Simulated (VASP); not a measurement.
# Rb (Fm-3m) in VASP: further runs

The runs below take Rb through single point, with PBE, HSE06.

Everything below comes from runs of VASP 6.6.1. Logs are shortened: lines on timing, memory, paths and dates and some standing lists are left out, and cuts for length are marked.

## 1. The cell of the first run

It takes space group Fm-3m (No. 225, cubic). Conventional cell: a = 7.052 Å, b = 7.052 Å, c = 7.052 Å, α = 90.00°, β = 90.00°, γ = 90.00°.

This isn't the form of Rb at room conditions, which is bcc.

## 2. Single point, PBE (87.69 Å³/atom)

INCAR

```
SYSTEM = Rb
PREC = Accurate
ENCUT = 520
EDIFF = 1E-7
ISMEAR = 0
SIGMA = 0.05
LREAL = .FALSE.
LASPH = .TRUE.
NELM = 80
ALGO = Normal
ISIF = 2
LWAVE = .FALSE.
LCHARG = .FALSE.
GGA = PE
NBANDS = 10
```

KPOINTS

```
regular mesh
0
G
  6 6 6
  0 0 0
```

POSCAR

```
Rb
1.0
    0.0000000000      3.5261678621      3.5261678621
    3.5261678621      0.0000000000      3.5261678621
    3.5261678621      3.5261678621      0.0000000000
Rb
1
Direct
    0.0000000000      0.0000000000      0.0000000000
```

Potentials or basis: VASP PAW PBE potentials, release 64 (Rb_sv).

On the command line:

```console
> cat potpaw_PBE.64/Rb_sv/POTCAR > POTCAR
> mpirun -np 1 vasp_std > vasp.out
```

OUTCAR:

```text
SYSTEM = Rb
   PREC = Accurate
   ENCUT = 520
   EDIFF = 1E-7
   ISMEAR = 0
   LREAL = .FALSE.
   LASPH = .TRUE.
   NELM = 80
   ISIF = 2
   GGA = PE

 ion  position               nearest neighbor table
   1  0.000  0.000  0.000-

  LATTYP: Found a face centered cubic cell.
 ALAT       =     7.0523357242

  Lattice vectors:

 A1 = (   0.0000000000,   3.5261678621,   3.5261678621)
 A2 = (   3.5261678621,   0.0000000000,   3.5261678621)
 A3 = (   3.5261678621,   3.5261678621,   0.0000000000)

Analysis of symmetry for initial positions (statically):
=====================================================================
 Subroutine PRICEL returns:
 Original cell was already a primitive cell.

 Routine SETGRP: Setting up the symmetry group for a
 face centered cubic supercell.

 Subroutine GETGRP returns: Found 48 space group operations
 (whereof 48 operations were pure point group operations)
 out of a pool of 48 trial point group operations.

The static configuration has the point symmetry O_h .

Analysis of symmetry for dynamics (positions and initial velocities):
=====================================================================
 Subroutine PRICEL returns:
 Original cell was already a primitive cell.

 Routine SETGRP: Setting up the symmetry group for a
 face centered cubic supercell.

 Subroutine GETGRP returns: Found 48 space group operations
 (whereof 48 operations were pure point group operations)
 out of a pool of 48 trial point group operations.

The dynamic configuration has the point symmetry O_h .

 Subroutine INISYM returns: Found 48 space group operations
 (whereof 48 operations are pure point group operations),
 and found     1 'primitive' translations

----------------------------------------------------------------------------------------

                                     Primitive cell

  volume of cell :      87.6878

  direct lattice vectors                    reciprocal lattice vectors
     0.000000000  3.526167862  3.526167862    -0.141796993  0.141796993  0.141796993
     3.526167862  0.000000000  3.526167862     0.141796993 -0.141796993  0.141796993
     3.526167862  3.526167862  0.000000000     0.141796993  0.141796993 -0.141796993

  length of vectors
     4.986754414  4.986754414  4.986754414     0.245599596  0.245599596  0.245599596

  position of ions in fractional coordinates (direct lattice)
     0.000000000  0.000000000  0.000000000

  ion indices of the primitive-cell ions
   primitive index   ion index
                 1           1

----------------------------------------------------------------------------------------

 KPOINTS: regular mesh

Automatic generation of k-mesh.
 Grid dimensions read from file:
 generate k-points for:    6    6    6

 Generating k-lattice:

  Cartesian coordinates                     Fractional coordinates (reciprocal lattice)
    -0.023632832  0.023632832  0.023632832     0.166666667  0.000000000  0.000000000
     0.023632832 -0.023632832  0.023632832     0.000000000  0.166666667  0.000000000
     0.023632832  0.023632832 -0.023632832     0.000000000  0.000000000  0.166666667

  Length of vectors
     0.040933266  0.040933266  0.040933266

  Shift w.r.t. Gamma in fractional coordinates (k-lattice)
     0.000000000  0.000000000  0.000000000

 Subroutine IBZKPT returns following result:
 ===========================================

 Found     16 irreducible k-points:

 Following reciprocal coordinates:
            Coordinates               Weight
  0.000000  0.000000  0.000000      1.000000
  0.166667  0.000000  0.000000      8.000000
  0.333333  0.000000  0.000000      8.000000
  0.500000  0.000000  0.000000      4.000000
  0.166667  0.166667  0.000000      6.000000
  0.333333  0.166667  0.000000     24.000000
[... 8 lines left out ...]
 -0.333333  0.333333  0.166667     24.000000
 -0.333333  0.500000  0.166667     12.000000
   k-points           NKPTS =     16   k-points in BZ     NKDIM =     16   number of bands    NBANDS=     10
   number of dos      NEDOS =    301   number of ions     NIONS =      1
   total plane-waves  NPLWV =  64000
   dimension x,y,z NGX =    40 NGY =   40 NGZ =   40
   dimension x,y,z NGXF=    80 NGYF=   80 NGZF=   80
   ions per type =               1
   NGX,Y,Z   is equivalent  to a cutoff of  13.34, 13.34, 13.34 a.u.
   NGXF,Y,Z  is equivalent  to a cutoff of  26.67, 26.67, 26.67 a.u.
 SYSTEM =  Rb
   PREC   = accura    normal or accurate (medium, high low for compatibility)
   ISTART =      0    job   : 0-new  1-cont  2-samecut
   ICHARG =      2    charge: 1-file 2-atom 10-const
   ISPIN  =      1    spin polarized calculation?
   LNONCOLLINEAR =      F non collinear calculations
   LSORBIT =      F    spin-orbit coupling
   LASPH  =      T    aspherical Exc in radial PAW
   ENCUT  =  520.0 eV  38.22 Ry    6.18 a.u.   9.27  9.27  9.27*2*pi/ulx,y,z
   NELM   =     80;   NELMIN=  2; NELMDL= -5     # of ELM steps
   EDIFF  = 0.1E-06   stopping-criterion for ELM
   LREAL  =      F    real-space projection
   EDIFFG = 0.1E-05   stopping-criterion for IOM
   NSW    =      0    number of steps for IOM
   IBRION =     -1    ionic relax: 0-MD 1-quasi-New 2-CG
   NFREE  =      0    steps in history (QN), initial steepest desc. (CG)
   ISIF   =      2    stress and relaxation
   ISYM   =      2    0-nonsym 1-usesym 2-fastsym
   POTIM  = 0.5000    time-step for ionic-motion
   TEBEG  =    0.0;   TEEND  =   0.0 temperature during run
   PSTRESS=    0.0 pullay stress
   NELECT =       9.0000    total number of electrons
   NUPDOWN=      -1.0000    fix difference up-down
   EMIN   =  10.00;   EMAX   =-10.00  energy-range for DOS
   EFERMI =   0.00;   METHOD = LEGACY
   ISMEAR =     0;   SIGMA  =   0.05  broadening in eV -4-tet -1-fermi 0-gaus
   EFERMI_NEDOS =   21; number of points for ismear=-14 and -15
   IALGO  =     38    algorithm
   IMIX   =      4    mixing-type and parameters
     AMIX     =   0.40;   BMIX     =  1.00
     AMIX_MAG =   1.60;   BMIX_MAG =  1.00
  volume/ion in A,a.u.               =      87.69       591.75
  Fermi-wavevector in a.u.,A,eV,Ry     =   0.766495  1.448466  7.993622  0.587515
  Thomas-Fermi vector in A             =   1.866846
   LORBIT       =      0    0 simple, 1 ext, 2 COOP (PROOUT), +10 PAW based schemes
   GGA     = PE    functional components
   LHFCALC =     F    Hartree Fock is set to
   AEXX    =    0.0000 exact exchange contribution
   IVDW    =     0    specifies the selected vdW correction
   LEPSILON=     F    determine dielectric tensor
   LRPA    =     F    only Hartree local field effects (RPA)
 non-spin polarized calculation
 Gauss-broadening in eV      SIGMA  =   0.05
  energy-cutoff  :      520.00
  volume of cell :       87.69
 maximum number of plane-waves:      2397
 NGX is ok and might be reduce to    40
   NGX = 19   NGY = 19   NGZ = 19

 number of electron       9.0000000 magnetization

 Free energy of the ion-electron system (eV)
  ---------------------------------------------------
  ext. energy  EPLUGINS =         0.00000000
  ---------------------------------------------------
  free energy    TOTEN  =        -0.92668783 eV

  energy without entropy =       -0.92442820  energy(sigma->0) =       -0.92555801

 E-fermi :  -0.0060     XC(G=0):  -5.5563

 val. band max:       -0.0347129223   @ k =   0.5000   0.3333   0.1667
 cond. band min:       0.2253039814   @ k =   0.5000   0.0000   0.0000
 fundamental gap:      0.2600169036
 Fermi energy:        -0.0059649016

 k-point     1 :       0.0000    0.0000    0.0000
  band No.  band energies     occupation
      1     -28.7832      2.00000
      2     -12.8230      2.00000
      3     -12.8230      2.00000
      4     -12.8230      2.00000
      5      -1.9264      2.00000
      6       3.7218      0.00000
      7       3.7218      0.00000
      8       3.7218      0.00000
      9       5.0926      0.00000
     10       5.0926      0.00000

 k-point     2 :       0.1667    0.0000    0.0000
  band No.  band energies     occupation
      1     -28.7821      2.00000
      2     -12.8504      2.00000
      3     -12.8267      2.00000
      4     -12.8267      2.00000
      5      -1.6103      2.00000
      6       2.9992      0.00000
      7       3.8196      0.00000
      8       3.8196      0.00000
      9       4.8514      0.00000
     10       4.8514      0.00000

 k-point     3 :       0.3333    0.0000    0.0000
  band No.  band energies     occupation
      1     -28.7798      2.00000
      2     -12.9041      2.00000
      3     -12.8340      2.00000
      4     -12.8340      2.00000
      5      -0.7463      2.00000
      6       1.8128      0.00000
      7       3.6611      0.00000
      8       3.6611      0.00000
      9       5.2627      0.00000
     10       5.2629      0.00000

 k-point     4 :       0.5000    0.0000    0.0000
  band No.  band energies     occupation
      1     -28.7787      2.00000
      2     -12.9305      2.00000
      3     -12.8377      2.00000
      4     -12.8377      2.00000
      5       0.2253      0.00000
      6       0.7752      0.00000
      7       3.5061      0.00000
      8       3.5061      0.00000
      9       5.8062      0.00000
     10       5.8954      0.00000

 k-point     5 :       0.1667    0.1667    0.0000
  band No.  band energies     occupation
      1     -28.7817      2.00000
      2     -12.8496      2.00000
      3     -12.8328      2.00000
      4     -12.8328      2.00000
      5      -1.5064      2.00000
      6       3.0041      0.00000
      7       3.8349      0.00000
      8       3.8349      0.00000
      9       4.0090      0.00000
     10       5.2921      0.00000

 k-point     6 :       0.3333    0.1667    0.0000
  band No.  band energies     occupation
      1     -28.7798      2.00000
      2     -12.8888      2.00000
      3     -12.8417      2.00000
      4     -12.8414      2.00000
      5      -0.8257      2.00000
      6       2.2329      0.00000
      7       3.1453      0.00000
      8       3.8638      0.00000
      9       4.4103      0.00000
     10       5.5932      0.00000

 k-point     7 :       0.5000    0.1667    0.0000
  band No.  band energies     occupation
      1     -28.7783      2.00000
      2     -12.9195      2.00000
      3     -12.8535      2.00000
      4     -12.8438      2.00000
      5       0.2497      0.00000
      6       1.1278      0.00000
      7       2.8391      0.00000
      8       3.7139      0.00000
      9       4.8640      0.00000
     10       5.9871      0.00000

 k-point     8 :      -0.3333    0.1667    0.0000
  band No.  band energies     occupation
      1     -28.7787      2.00000
      2     -12.9110      2.00000
      3     -12.8570      2.00000
      4     -12.8377      2.00000
      5      -0.1287      1.99948
      6       1.5368      0.00000
      7       2.7700      0.00000
      8       3.7748      0.00000
      9       5.1058      0.00000
     10       5.4702      0.00000

 k-point     9 :      -0.1667    0.1667    0.0000
  band No.  band energies     occupation
      1     -28.7806      2.00000
      2     -12.8763      2.00000
      3     -12.8440      2.00000
      4     -12.8292      2.00000
      5      -1.1094      2.00000
      6       2.5099      0.00000
      7       3.1961      0.00000
      8       4.1833      0.00000
      9       4.2317      0.00000
     10       5.3699      0.00000

 k-point    10 :       0.3333    0.3333    0.0000
  band No.  band energies     occupation
      1     -28.7787      2.00000
      2     -12.9000      2.00000
      3     -12.8523      2.00000
      4     -12.8523      2.00000
      5      -0.3850      2.00000
      6       2.1972      0.00000
      7       2.5015      0.00000
      8       4.2528      0.00000
      9       4.2528      0.00000
     10       5.7725      0.00000

 k-point    11 :       0.5000    0.3333    0.0000
  band No.  band energies     occupation
      1     -28.7776      2.00000
      2     -12.9132      2.00000
      3     -12.8687      2.00000
      4     -12.8560      2.00000
      5       0.4636      0.00000
      6       1.7255      0.00000
      7       2.0115      0.00000
      8       4.1182      0.00000
      9       4.2593      0.00000
     10       5.9332      0.00000

 k-point    12 :      -0.3333    0.3333    0.0000
  band No.  band energies     occupation
      1     -28.7776      2.00000
      2     -12.8953      2.00000
      3     -12.8946      2.00000
      4     -12.8487      2.00000
      5       0.8522      0.00000
      6       1.5206      0.00000
      7       1.6910      0.00000
      8       4.0116      0.00000
      9       4.2126      0.00000
     10       5.5097      0.00000

 k-point    13 :       0.5000    0.5000    0.0000
  band No.  band energies     occupation
      1     -28.7772      2.00000
      2     -12.9240      2.00000
      3     -12.8621      2.00000
      4     -12.8621      2.00000
      5       0.7054      0.00000
      6       1.5511      0.00000
      7       1.9065      0.00000
      8       4.7034      0.00000
      9       4.7034      0.00000
     10       5.1742      0.00000

 k-point    14 :       0.5000    0.3333    0.1667
  band No.  band energies     occupation
      1     -28.7783      2.00000
      2     -12.9030      2.00000
      3     -12.8665      2.00000
      4     -12.8469      2.00000
      5      -0.0347      1.58385
      6       1.9663      0.00000
      7       2.2674      0.00000
      8       3.7402      0.00000
      9       4.7458      0.00000
     10       5.5742      0.00000

 k-point    15 :      -0.3333    0.3333    0.1667
  band No.  band energies     occupation
      1     -28.7776      2.00000
      2     -12.9062      2.00000
      3     -12.8794      2.00000
      4     -12.8530      2.00000
      5       1.0220      0.00000
      6       1.0770      0.00000
      7       2.1320      0.00000
      8       3.3452      0.00000
      9       4.8755      0.00000
     10       5.7487      0.00000

 k-point    16 :      -0.3333    0.5000    0.1667
  band No.  band energies     occupation
      1     -28.7772      2.00000
      2     -12.9086      2.00000
      3     -12.8776      2.00000
      4     -12.8628      2.00000
      5       1.0625      0.00000
      6       1.5984      0.00000
      7       1.7645      0.00000
      8       3.0628      0.00000
      9       5.2314      0.00000
     10       5.7603      0.00000

------------------------ aborting loop because EDIFF is reached ----------------------------------------

  FORCE on cell =-STRESS in cart. coord.  units (eV):
  Direction    XX          YY          ZZ          XY          YZ          ZX
  --------------------------------------------------------------------------------------
  -------------------------------------------------------------------------------------
  Total        0.0782389      0.0782389      0.0782389      0.0000000     -0.0000000      0.0000000
  in kB        1.4295329      1.4295329      1.4295329      0.0000000     -0.0000000      0.0000000
  external PRESSURE =       1.4295329 kB  Pullay stress =       0.0000000 kB

 VOLUME and BASIS-vectors are now :
 -----------------------------------------------------------------------------
  energy-cutoff  :      520.00
  volume of cell :       87.69
      direct lattice vectors                 reciprocal lattice vectors
     0.000000000  3.526167862  3.526167862    -0.141796993  0.141796993  0.141796993
     3.526167862  0.000000000  3.526167862     0.141796993 -0.141796993  0.141796993
     3.526167862  3.526167862  0.000000000     0.141796993  0.141796993 -0.141796993

 POSITION                                       TOTAL-FORCE (eV/Angst)
 -----------------------------------------------------------------------------------
      0.00000      0.00000      0.00000         0.000000      0.000000      0.000000
 -----------------------------------------------------------------------------------
    total drift:                               -0.000000     -0.000000     -0.000000

  FREE ENERGIE OF THE ION-ELECTRON SYSTEM (eV)
  ---------------------------------------------------
  free  energy   TOTEN  =        -0.9266878267 eV

  energy  without entropy=       -0.9244282017  energy(sigma->0) =       -0.92555801
```

It took 24 s on 1 thread of Oxide Virtual Turin-like, shared host; peak memory 0.19 GiB.

Results:

- Free energy: -0.9267 eV
- Pressure: 0.1 GPa
- Band gap on the k mesh: zero (an odd number of electrons rules out a gap without spin polarisation)

Levels at points of the mesh, in eV from the Fermi level:
```tsv
k point	band 2	band 3	band 4	band 5	band 6	band 7	band 8	band 9
(0.00, 0.00, 0.00)	-12.82	-12.82	-12.82	-1.92	3.73	3.73	3.73	5.10
(0.50, 0.00, 0.00)	-12.92	-12.83	-12.83	0.23	0.78	3.51	3.51	5.81
(0.50, 0.50, 0.00)	-12.92	-12.86	-12.86	0.71	1.56	1.91	4.71	4.71
```

## 3. Single point, PBE (92.04 Å³/atom)

This run uses another cell than the first one, of 92.04 Å³/atom.

INCAR

```
ALGO     = Normal         # electronic algorithm
EDIFF    = 1E-6           # SCF threshold, eV
ENCUT    = 520            # plane-wave cutoff, eV
GGA      = PE             # functional
ISIF     = 2              # what is computed and relaxed
ISMEAR   = 0              # smearing method
LASPH    = T              # aspherical terms in the spheres
LCHARG   = F              # write CHGCAR
LREAL    = F              # projectors in reciprocal space
LWAVE    = F              # write WAVECAR
NBANDS   = 10             # bands
NELM     = 100            # most SCF steps
PREC     = Accurate       # precision mode
SIGMA    = 0.05           # smearing width, eV
```

KPOINTS

```
k-points
0
Gamma
  6 6 6
```

POSCAR

```
Rb
1.0
    0.0000000000      3.5836233473      3.5836233473
    3.5836233473      0.0000000000      3.5836233473
    3.5836233473      3.5836233473      0.0000000000
Rb
1
Direct
    0.0000000000      0.0000000000      0.0000000000
```

Potentials or basis: VASP PAW PBE potentials, release 64 (Rb_sv).

On the command line:

```console
> cat potpaw_PBE.64/Rb_sv/POTCAR > POTCAR
> mpirun -np 1 vasp_std > vasp.out
```

Run time: 21 s. Hardware: 1 thread of Oxide Virtual Turin-like, shared host; peak memory 0.19 GiB.

It converged, with:

| Property | Result |
| --- | --- |
| Free energy | -0.9285 eV |
| Pressure | 0.0 GPa |
| Band gap on the k mesh | zero (an odd number of electrons rules out a gap without spin polarisation) |

Levels at points of the mesh, in eV from the Fermi level:
| k point | band 2 | band 3 | band 4 | band 5 | band 6 | band 7 | band 8 | band 9 |
| --- | --- | --- | --- | --- | --- | --- | --- | --- |
| (0.00, 0.00, 0.00) | -12.85 | -12.85 | -12.85 | -1.86 | 3.69 | 3.69 | 3.69 | 5.01 |
| (0.50, 0.00, 0.00) | -12.94 | -12.86 | -12.86 | 0.24 | 0.75 | 3.48 | 3.48 | 5.63 |
| (0.50, 0.50, 0.00) | -12.93 | -12.88 | -12.88 | 0.74 | 1.49 | 1.93 | 4.55 | 4.55 |

(Continued in part 2 of 2.)

The gap in the log of VASP goes by the Fermi energy; the results here count the filled bands.